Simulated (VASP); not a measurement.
# VO2 (P4_2/mnm) in VASP: electric field gradients with PBE

Aim: the electric field gradients of VO2 with PBE.

All numbers are computed with VASP 6.6.1; they aren't measurements. Logs are shortened: lines on timing, memory, paths and dates and some standing lists are left out, and cuts for length are marked.

## Step 1: The cell of the first run

The structure is tetragonal, space group P4_2/mnm (No. 136). The conventional cell has a = 4.555 Å, b = 4.555 Å, c = 2.853 Å, α = 90.00°, β = 90.00°, γ = 90.00°. Within 2.5 Å of V (site symmetry mmm) lie 6 O at 1.92 to 1.93 Å. O (site symmetry m2m) has 3 V at 1.92 to 1.93 Å and 1 O at 2.58 Å within 2.6 Å.

## Step 2: Electric field gradients, PBE, collinear spin, ferromagnetic start

The input, INCAR:

```
PREC = Accurate
ENCUT = 520
EDIFF = 1E-8
ISMEAR = -1
SIGMA = 0.08
LREAL = False
LASPH = True
NELM = 200
ALGO = Normal
ISIF = 2
LWAVE = False
LCHARG = False
ISPIN = 2
MAGMOM = 1.5 1.5 0 0 0 0
LORBIT = 11
LMAXMIX = 4
GGA = PE
LEFG = True
NBANDS = 38
GGA_COMPAT = False
```

The input, KPOINTS:

```
Automatic mesh
0
Gamma
  7 7 11
```

The input, POSCAR:

```
VO2
1.0
    4.5546000000      0.0000000000      0.0000000000
    0.0000000000      4.5546000000      0.0000000000
    0.0000000000      0.0000000000      2.8528000000
V O
2 4
Direct
    0.0000000000      0.0000000000      0.0000000000
    0.5000000000      0.5000000000      0.5000000000
    0.3001000000      0.3001000000      0.0000000000
    0.1999000000      0.8001000000      0.5000000000
    0.6999000000      0.6999000000      0.0000000000
    0.8001000000      0.1999000000      0.5000000000
```

Potentials or basis: VASP PAW PBE potentials, release 64 (V_sv, O).

Started as:

```console
cat potpaw_PBE.64/V_sv/POTCAR potpaw_PBE.64/O/POTCAR > POTCAR
mpirun -np 1 vasp_std > vasp.out
```

OUTCAR:

```text
PREC = Accurate
   ENCUT = 520
   EDIFF = 1E-8
   ISMEAR = -1
   LREAL = False
   LASPH = True
   NELM = 200
   ISIF = 2
   ISPIN = 2
   LORBIT = 11
   GGA = PE

 ion  position               nearest neighbor table
   1  0.000  0.000  0.000-   4 1.92   6 1.92   4 1.92   6 1.92   5 1.93   3 1.93
   2  0.500  0.500  0.500-   3 1.92   5 1.92   3 1.92   5 1.92   4 1.93   6 1.93
   3  0.300  0.300  0.000-   2 1.92   2 1.92   1 1.93
   4  0.200  0.800  0.500-   1 1.92   1 1.92   2 1.93
   5  0.700  0.700  0.000-   2 1.92   2 1.92   1 1.93
   6  0.800  0.200  0.500-   1 1.92   1 1.92   2 1.93

  LATTYP: Found a simple tetragonal cell.
 ALAT       =     4.5546000000
 C/A-ratio  =     0.6263557722

  Lattice vectors:

 A1 = (   4.5546000000,   0.0000000000,   0.0000000000)
 A2 = (   0.0000000000,   4.5546000000,   0.0000000000)
 A3 = (   0.0000000000,   0.0000000000,   2.8528000000)

Analysis of symmetry for initial positions (statically):
=====================================================================
 Subroutine PRICEL returns:
 Original cell was already a primitive cell.

 Routine SETGRP: Setting up the symmetry group for a
 simple tetragonal supercell.

 Subroutine GETGRP returns: Found 16 space group operations
 (whereof  8 operations were pure point group operations)
 out of a pool of 16 trial point group operations.

The static configuration has the point symmetry D_2h.
 The point group associated with its full space group is D_4h.

Analysis of symmetry for dynamics (positions and initial velocities):
=====================================================================
 Subroutine PRICEL returns:
 Original cell was already a primitive cell.

 Routine SETGRP: Setting up the symmetry group for a
 simple tetragonal supercell.

 Subroutine GETGRP returns: Found 16 space group operations
 (whereof  8 operations were pure point group operations)
 out of a pool of 16 trial point group operations.

The dynamic configuration has the point symmetry D_2h.
[... 2114 lines left out ...]
  Total        1.2916412      1.2916412      0.4155814      0.0000000      0.0000000      0.0000000
  in kB       34.9687947     34.9687947     11.2510977      0.0000000      0.0000000      0.0000000
  external PRESSURE =      27.0628957 kB  Pullay stress =       0.0000000 kB

 VOLUME and BASIS-vectors are now :
 -----------------------------------------------------------------------------
  energy-cutoff  :      520.00
  volume of cell :       59.18
      direct lattice vectors                 reciprocal lattice vectors
     4.554600000  0.000000000  0.000000000     0.219558249  0.000000000  0.000000000
     0.000000000  4.554600000  0.000000000     0.000000000  0.219558249  0.000000000
     0.000000000  0.000000000  2.852800000     0.000000000  0.000000000  0.350532810

 POSITION                                       TOTAL-FORCE (eV/Angst)
 -----------------------------------------------------------------------------------
      0.00000      0.00000      0.00000         0.000000      0.000000      0.000000
      2.27730      2.27730      1.42640         0.000000      0.000000      0.000000
      1.36684      1.36684      0.00000        -0.023002     -0.023002      0.000000
      0.91046      3.64414      1.42640         0.023002     -0.023002      0.000000
      3.18776      3.18776      0.00000         0.023002      0.023002     -0.000000
      3.64414      0.91046      1.42640        -0.023002      0.023002     -0.000000
 -----------------------------------------------------------------------------------
    total drift:                                0.000000      0.000000      0.000000

  FREE ENERGIE OF THE ION-ELECTRON SYSTEM (eV)
  ---------------------------------------------------
  free  energy   TOTEN  =       -51.9805365410 eV

  energy  without entropy=      -51.9145028285  energy(sigma->0) =      -51.94751968

 Electric field gradients (V/A^2)
---------------------------------------------------------------------
 ion       V_xx      V_yy      V_zz      V_xy      V_xz      V_yz
---------------------------------------------------------------------
   1      -0.971    -0.971     1.942     5.392     0.000     0.000
   2      -0.971    -0.971     1.942    -5.392     0.000     0.000
   3      -0.476    -0.476     0.952    26.576     0.000     0.000
   4      -0.476    -0.476     0.952   -26.576    -0.000    -0.000
   5      -0.476    -0.476     0.952    26.576     0.000     0.000
   6      -0.476    -0.476     0.952   -26.576     0.000    -0.000
---------------------------------------------------------------------

 Electric field gradients after diagonalization (V/A^2)
 (convention: |V_zz| > |V_xx| > |V_yy|)
----------------------------------------------------------------------
 ion       V_xx      V_yy      V_zz     asymmetry (V_yy - V_xx)/ V_zz
----------------------------------------------------------------------
   1       4.421     1.942    -6.363       0.390
   2       4.421     1.942    -6.363       0.390
   3      26.101     0.952   -27.052       0.930
   4      26.101     0.952   -27.052       0.930
   5      26.101     0.952   -27.052       0.930
   6      26.101     0.952   -27.052       0.930
----------------------------------------------------------------------

           NMR quadrupolar parameters

 Cq : quadrupolar parameter    Cq=e*Q*V_zz/h
 eta: asymmetry parameters     (V_yy - V_xx)/ V_zz
 Q  : nuclear electric quadrupole moment in mb (millibarn)
----------------------------------------------------------------------
 ion       Cq(MHz)       eta       Q (mb)
----------------------------------------------------------------------
   1      -0.015       0.390       1.000
   2      -0.015       0.390       1.000
   3      -0.065       0.930       1.000
   4      -0.065       0.930       1.000
   5      -0.065       0.930       1.000
   6      -0.065       0.930       1.000
----------------------------------------------------------------------

 total charge

# of ion       s       p       d       tot
------------------------------------------
    1        2.283   6.337   2.908  11.529
    2        2.283   6.337   2.908  11.529
    3        1.573   3.478   0.000   5.051
    4        1.573   3.478   0.000   5.051
    5        1.573   3.478   0.000   5.051
    6        1.573   3.478   0.000   5.051
--------------------------------------------------
tot         10.857  26.586   5.817  43.260

 magnetization (x)

# of ion       s       p       d       tot
------------------------------------------
    1        0.013   0.012   1.019   1.044
    2        0.013   0.012   1.019   1.044
    3       -0.002  -0.050   0.000  -0.052
    4       -0.002  -0.050   0.000  -0.052
    5       -0.002  -0.050   0.000  -0.052
    6       -0.002  -0.050   0.000  -0.052
--------------------------------------------------
tot          0.018  -0.176   2.037   1.879
```

It took 9.7 min on 1 thread of AMD EPYC 7R43 (Zen 3), shared host; peak memory 0.28 GiB.

Results:

```
Free energy                                           : -51.9805 eV
Pressure                                              : 2.7 GPa
Largest force                                         : 0.033 eV/Å
Band gap on the k mesh                                : zero (filled and empty bands overlap)
Net moment                                            : 1.99 μB per cell
Site moments                                          : V +1.04; O -0.05 μB
Largest electric field gradient by atom               : V -6.4; O -27.1 V/Å²
Valence electrons inside the program's atomic spheres : V 11.53; O 5.05
```

Forces in eV/Å, atoms in the order of the input:
```
V    0.000  0.000  0.000
V    0.000  0.000  0.000
O   -0.023 -0.023  0.000
O    0.023 -0.023  0.000
O    0.023  0.023  0.000
O   -0.023  0.023  0.000
```

Levels at points of the mesh, in eV from the Fermi level:
Spin up:
```csv
k point,band 23,band 24,band 25,band 26,band 27,band 28,band 29,band 30
"(0.00, 0.00, 0.00)",-1.91,-1.47,-1.00,-0.75,-0.36,-0.36,-0.27,1.83
```
Spin down:
| k point | band 21 | band 22 | band 23 | band 24 | band 25 | band 26 | band 27 | band 28 |
| --- | --- | --- | --- | --- | --- | --- | --- | --- |
| (0.00, 0.00, 0.00) | -2.16 | -2.00 | -2.00 | -1.49 | 0.21 | 0.27 | 0.79 | 0.91 |

Electric field gradients, principal values (V/Å²):
```tsv
atom	least	middle	greatest (by size)
1 V	1.942	4.421	-6.363
2 V	1.942	4.421	-6.363
3 O	0.952	26.101	-27.052
4 O	0.952	26.101	-27.052
5 O	0.952	26.101	-27.052
6 O	0.952	26.101	-27.052
```

Caveat: without QUAD_EFG the Cq values of the log hold for a quadrupole moment of 1 mb, not for the nuclei; semilocal functionals often make such compounds metallic where correlation or magnetic order opens a gap, which also shifts bond lengths. With open d or f shells a metallic result of PBE can be an artefact of self-interaction; +U or a hybrid may open a gap.
